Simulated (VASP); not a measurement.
# CuO (C2/c) in VASP: relaxation of cell and atoms with PBE

Aim: the relaxation of cell and atoms of CuO with PBE.

Program: VASP 6.6.1. These are calculated values, not measurements. Logs are shortened: lines on timing, memory, paths and dates and some standing lists are left out, and cuts for length are marked.

## Step 1: The cell of the first run

Symmetry: C2/c, No. 15, monoclinic system. The conventional cell has a = 4.684 Å, b = 3.423 Å, c = 5.129 Å, α = 90.00°, β = 99.54°, γ = 90.00°. Within 2.6 Å of Cu (site symmetry -1) lie 4 O at 1.95 to 1.96 Å. Within 3.0 Å of O (site symmetry 2) lie 6 Cu at 1.95 to 2.78 Å and 6 O at 2.62 to 2.90 Å.

## Step 2: Relaxation of cell and atoms, PBE

Input file INCAR:

```
  ALGO = Normal
  EDIFF = 1E-6
  EDIFFG = -0.01
  ENCUT = 600
  GGA = PE
  IBRION = 2
  ISIF = 3
  ISMEAR = 0
  LASPH = True
  LCHARG = False
  LREAL = False
  LWAVE = False
  NELM = 100
  NSW = 80
  PREC = Accurate
  SIGMA = 0.05
```

Input file KPOINTS:

```
k-points
0
Gamma
  12 12 8
```

Input file POSCAR:

```
CuO
1.0
    2.3418500000     -1.7113000000      0.0000000000
    2.3418500000      1.7113000000      0.0000000000
   -0.8500274268      0.0000000000      5.0578693947
Cu O
2 2
Direct
    0.0000000000      0.5000000000      0.0000000000
    0.5000000000      0.0000000000      0.5000000000
    0.5816000000      0.4184000000      0.2500000000
    0.4184000000      0.5816000000      0.7500000000
```

Potentials or basis: VASP PAW PBE potentials, release 64 (Cu, O).

The run is started by

```
$ cat potpaw_PBE.64/Cu/POTCAR potpaw_PBE.64/O/POTCAR > POTCAR
$ mpirun -np 1 vasp_std > vasp.out
```

OUTCAR:

```text
EDIFF = 1E-6
   EDIFFG = -0.01
   ENCUT = 600
   GGA = PE
   IBRION = 2
   ISIF = 3
   ISMEAR = 0
   LASPH = True
   LREAL = False
   NELM = 100
   NSW = 80
   PREC = Accurate

 ion  position               nearest neighbor table
   1  0.000  0.500  0.000-   3 1.95   4 1.95   4 1.96   3 1.96
   2  0.500  0.000  0.500-   4 1.95   3 1.95   4 1.96   3 1.96
   3  0.582  0.418  0.250-   2 1.95   1 1.95   2 1.96   1 1.96
   4  0.418  0.582  0.750-   1 1.95   2 1.95   2 1.96   1 1.96

  LATTYP: Found a base centered monoclinic cell.
 ALAT       =     4.6837000000
 B/A-ratio  =     0.7307470589
 C/A-ratio  =     1.0950317057
 COS(beta)  =    -0.1657361228

  Lattice vectors:

 A1 = (   2.3418500000,  -1.7113000000,   0.0000000000)
 A2 = (   2.3418500000,   1.7113000000,   0.0000000000)
 A3 = (  -0.8500274268,   0.0000000000,   5.0578693947)

Analysis of symmetry for initial positions (statically):
=====================================================================
 Subroutine PRICEL returns:
 Original cell was already a primitive cell.

 Routine SETGRP: Setting up the symmetry group for a
 base centered monoclinic supercell.

 Subroutine GETGRP returns: Found  4 space group operations
 (whereof  2 operations were pure point group operations)
 out of a pool of  4 trial point group operations.

The static configuration has the point symmetry S_2 .
 The point group associated with its full space group is C_2h.

Analysis of symmetry for dynamics (positions and initial velocities):
=====================================================================
 Subroutine PRICEL returns:
 Original cell was already a primitive cell.

 Routine SETGRP: Setting up the symmetry group for a
 base centered monoclinic supercell.

 Subroutine GETGRP returns: Found  4 space group operations
 (whereof  2 operations were pure point group operations)
 out of a pool of  4 trial point group operations.

The dynamic configuration has the point symmetry S_2 .
 The point group associated with its full space group is C_2h.

 Subroutine INISYM returns: Found  4 space group operations
 (whereof  2 operations are pure point group operations),
 and found     1 'primitive' translations

[... 113 lines left out ...]
   ISMEAR =     0;   SIGMA  =   0.05  broadening in eV -4-tet -1-fermi 0-gaus
   EFERMI_NEDOS =   21; number of points for ismear=-14 and -15
   IALGO  =     38    algorithm
   IMIX   =      4    mixing-type and parameters
     AMIX     =   0.40;   BMIX     =  1.00
     AMIX_MAG =   1.60;   BMIX_MAG =  1.00
  volume/ion in A,a.u.               =      10.13        68.39
  Fermi-wavevector in a.u.,A,eV,Ry     =   1.543856  2.917465 32.429379  2.383492
  Thomas-Fermi vector in A             =   2.649460
   LORBIT       =      0    0 simple, 1 ext, 2 COOP (PROOUT), +10 PAW based schemes
   GGA     = PE    functional components
   LHFCALC =     F    Hartree Fock is set to
   AEXX    =    0.0000 exact exchange contribution
   IVDW    =     0    specifies the selected vdW correction
   LEPSILON=     F    determine dielectric tensor
   LRPA    =     F    only Hartree local field effects (RPA)
 conjugate gradient relaxation of ions
 non-spin polarized calculation
 Gauss-broadening in eV      SIGMA  =   0.05
  energy-cutoff  :      600.00
  volume of cell :       40.54
 maximum number of plane-waves:      1366
   NGX = 11   NGY = 11   NGZ = 21

--------------------------------------- Ionic step        1  -------------------------------------------

 number of electron      33.9999983 magnetization

 Free energy of the ion-electron system (eV)
  ---------------------------------------------------
  ext. energy  EPLUGINS =         0.00000000
  ---------------------------------------------------
  free energy    TOTEN  =       -19.52842250 eV

  energy without entropy =      -19.52534864  energy(sigma->0) =      -19.52688557

------------------------ aborting loop because EDIFF is reached ----------------------------------------

  FORCE on cell =-STRESS in cart. coord.  units (eV):
  Direction    XX          YY          ZZ          XY          YZ          ZX
  --------------------------------------------------------------------------------------
  -------------------------------------------------------------------------------------
  Total        1.5650383      1.8119322      1.4039088      0.0000000      0.0000000     -0.3049188
  in kB       61.8518523     71.6093421     55.4838594      0.0000000      0.0000000    -12.0506904
  external PRESSURE =      62.9816846 kB  Pullay stress =       0.0000000 kB
[... 95 lines left out ...]
  FREE ENERGIE OF THE ION-ELECTRON SYSTEM (eV)
  ---------------------------------------------------
  free  energy   TOTEN  =       -19.5627331718 eV

  energy  without entropy=      -19.5594861518  energy(sigma->0) =      -19.56110966

[... ionic steps 4 to 23 ...]

--------------------------------------- Ionic step       24  -------------------------------------------

 number of electron      34.0000024 magnetization

------------------------ aborting loop because EDIFF is reached ----------------------------------------
[... 71 lines left out ...]
--------------------------------------- Ionic step       26  -------------------------------------------

 number of electron      34.0000023 magnetization

 Free energy of the ion-electron system (eV)
  ---------------------------------------------------
  ext. energy  EPLUGINS =         0.00000000
  ---------------------------------------------------
  free energy    TOTEN  =       -19.71949651 eV

  energy without entropy =      -19.71577724  energy(sigma->0) =      -19.71763687

 E-fermi :   4.7573     XC(G=0): -11.2620

 val. band max:        4.7560903964   @ k =   0.5000   0.0833   0.0000
 cond. band min:       4.7577335125   @ k =  -0.3333   0.1667   0.5000
 fundamental gap:      0.0016431162
 Fermi energy:         4.7572856607

 k-point     1 :       0.0000    0.0000    0.0000
  band No.  band energies     occupation
      1     -14.9337      2.00000
      2     -13.6576      2.00000
      3      -3.2238      2.00000
      4      -0.6380      2.00000
      5      -0.5128      2.00000
      6       1.1019      2.00000
[... 565 lines left out ...]
     20       9.9603      0.00000
     21      12.6331      0.00000

 [... further k-points ...]

------------------------ aborting loop because EDIFF is reached ----------------------------------------

  FORCE on cell =-STRESS in cart. coord.  units (eV):
  Direction    XX          YY          ZZ          XY          YZ          ZX
  --------------------------------------------------------------------------------------
  -------------------------------------------------------------------------------------
  Total       -0.0295922      0.0221272      0.0254502      0.0000000      0.0000000      0.0143554
  in kB       -1.0588053      0.7917074      0.9106048      0.0000000      0.0000000      0.5136356
  external PRESSURE =       0.2145023 kB  Pullay stress =       0.0000000 kB
[... 19 lines left out ...]
  FREE ENERGIE OF THE ION-ELECTRON SYSTEM (eV)
  ---------------------------------------------------
  free  energy   TOTEN  =       -19.7194965086 eV

  energy  without entropy=      -19.7157772410  energy(sigma->0) =      -19.71763687

 reached required accuracy - stopping structural energy minimisation
```

OSZICAR:

```text
N       E                     dE             d eps       ncg     rms          rms(c)
DAV:   1     0.319371995401E+03    0.31937E+03   -0.18513E+04 13944   0.287E+03
DAV:   2     0.216870122283E+02   -0.29768E+03   -0.28277E+03 13701   0.465E+02
DAV:   3    -0.237128833206E+02   -0.45400E+02   -0.43083E+02 18448   0.200E+02
[... 258 lines left out ...]
DAV:   1    -0.197198506022E+02   -0.40630E-03   -0.39711E-02 13440   0.184E+00    0.167E-01
DAV:   2    -0.197196434547E+02    0.20715E-03   -0.11066E-03 19922   0.487E-01    0.970E-02
DAV:   3    -0.197194978700E+02    0.14558E-03   -0.10229E-04 22395   0.250E-01    0.126E-02
DAV:   4    -0.197194965782E+02    0.12918E-05   -0.15261E-05 19798   0.448E-02    0.436E-03
DAV:   5    -0.197194965086E+02    0.69633E-07   -0.23903E-07  8445   0.103E-02
  26 F= -.19719497E+02 E0= -.19717637E+02  d E =-.223340E-03
```

Wall time 33 min (1 thread of Intel Xeon 6975P-C (Granite Rapids), shared host); peak memory 0.41 GiB.

What came out:

```
Free energy                           : -19.7195 eV
Relaxed volume                        : 11.19 Å³/atom
Relaxed cell                          : a = 2.947 Å, b = 2.947 Å, c = 5.167 Å, α = 90.64°, β = 90.64°, γ = 86.47°
Space group after relaxing (to 0.1 Å) : Cccm (No. 66)
Energy gained by relaxing             : 47.8 meV/atom
Ionic steps                           : 26
Pressure after relaxing               : 0.0 GPa
Largest force after relaxing          : 0.010 eV/Å
Band gap on the k mesh                : zero (bands 17 and 18 overlap by 1.10 eV)
```

Forces on the atoms (eV/Å):
```
Cu   0.000  0.000  0.000
Cu   0.000  0.000  0.000
O    0.000  0.010  0.000
O    0.000 -0.010  0.000
```

Stress tensor (GPa, compression positive):
```
-0.11  0.00  0.05
 0.00  0.08  0.00
 0.05  0.00  0.09
```

Step by step:
```csv
step,energy change (eV),largest force (eV/Å),pressure (GPa),volume (Å³)
1,0.0000,0.2191,6.30,40.54
2,-0.0290,0.3182,-3.00,42.92
3,-0.0343,0.2879,-0.50,42.22
4,-0.0488,0.2358,-0.33,42.38
5,-0.0767,0.0563,0.14,42.87
6,-0.0454,0.4027,2.38,43.75
7,-0.0804,0.0619,0.80,43.10
8,-0.0921,0.0415,0.40,43.40
9,-0.1197,0.0028,-1.04,44.28
10,-0.1422,0.0415,-3.62,45.92
11,-0.1556,0.0334,-2.87,45.73
12,-0.1696,0.0277,-1.43,45.39
13,-0.1674,0.0387,1.31,44.59
14,-0.1736,0.0254,-0.09,45.05
15,-0.1798,0.0292,-0.14,45.01
16,-0.1869,0.0346,-0.66,44.88
17,-0.1870,0.0341,-0.54,44.90
18,-0.1877,0.0303,0.14,44.67
19,-0.1877,0.0296,0.37,44.63
20,-0.1883,0.0274,0.26,44.63
21,-0.1896,0.0239,0.33,44.63
22,-0.1906,0.0174,0.40,44.62
23,-0.1900,0.0113,-1.02,45.08
24,-0.1909,0.0148,-0.21,44.78
25,-0.1910,0.0064,0.06,44.78
26,-0.1911,0.0096,0.02,44.78
```

Final structure:
```yaml
crystal:
  lattice:
    - [2.14135, -2.01860, 0.15303]
    - [2.14135, 2.01860, 0.15303]
    - [-0.44779, 0.00000, 5.14771]
  atoms:
    - { symbol: Cu, position: [0.00000, 0.50000, 0.00000] }
    - { symbol: Cu, position: [0.50000, 0.00000, 0.50000] }
    - { symbol: O, position: [0.50481, 0.49519, 0.25000] }
    - { symbol: O, position: [0.49519, 0.50481, 0.75000] }
```

Levels at points of the mesh, in eV from the Fermi level:
```tsv
k point	band 13	band 14	band 15	band 16	band 17	band 18	band 19	band 20	band 21
(0.00, 0.00, 0.00)	-2.35	-2.34	-2.27	-1.88	0.59	0.73	1.39	6.10	7.25
(0.50, 0.00, 0.00)	-2.25	-1.86	-1.56	-1.49	0.21	0.45	3.75	5.86	6.38
(0.50, 0.50, 0.00)	-2.34	-2.32	-1.61	-1.21	-1.17	1.10	2.23	7.23	9.24
(0.00, 0.00, 0.50)	-2.25	-2.25	-1.54	-1.54	0.11	0.11	3.46	3.46	11.58
(0.50, 0.00, 0.50)	-2.35	-2.32	-1.99	-1.81	-0.18	0.66	4.36	5.86	8.20
(0.50, 0.50, 0.50)	-1.88	-1.88	-1.41	-1.41	-0.52	-0.52	4.07	4.07	10.12
```

Caveat: semilocal functionals often make such compounds metallic where correlation or magnetic order opens a gap, which also shifts bond lengths.
